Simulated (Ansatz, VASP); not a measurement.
**ScSi3 in VASP and in Ansatz**

```
Sc Si
1.0
     4.00350    0.00000    0.00000
     0.00000    4.00350    0.00000
     0.00000    0.00000    4.00350
Sc Si
1 3
Direct
  0.00000 0.00000 0.00000
  0.00000 0.50000 0.50000
  0.50000 0.50000 0.00000
  0.50000 0.00000 0.50000
```

Alike in both runs: task single point; functional PBE; k mesh 8 × 8 × 8; occupations gaussian, width 0.05 eV; no spin polarisation.

|  | VASP | Ansatz |
| --- | --- | --- |
| version | VASP 6.6.1 | Ansatz 0.2.0 |
| potentials or method | VASP PAW PBE potentials, release 64 (Sc_sv, Si), cutoff 520 eV | scalar-relativistic, plane waves, PAW |
| valence electrons in the cell | 23 | 23 |

VASP gave:

* gap on the k mesh at the Fermi level (eV): none
* pressure (GPa): -2.5

Question: Estimate Ansatz's values.

Answer: gap on the k mesh at the Fermi level (eV): none; pressure (GPa): -2.6.

A gap of «none» marks a metal or a gap that the smearing closes. The functional is the same, so the differences come from potentials, cutoffs and numerics.
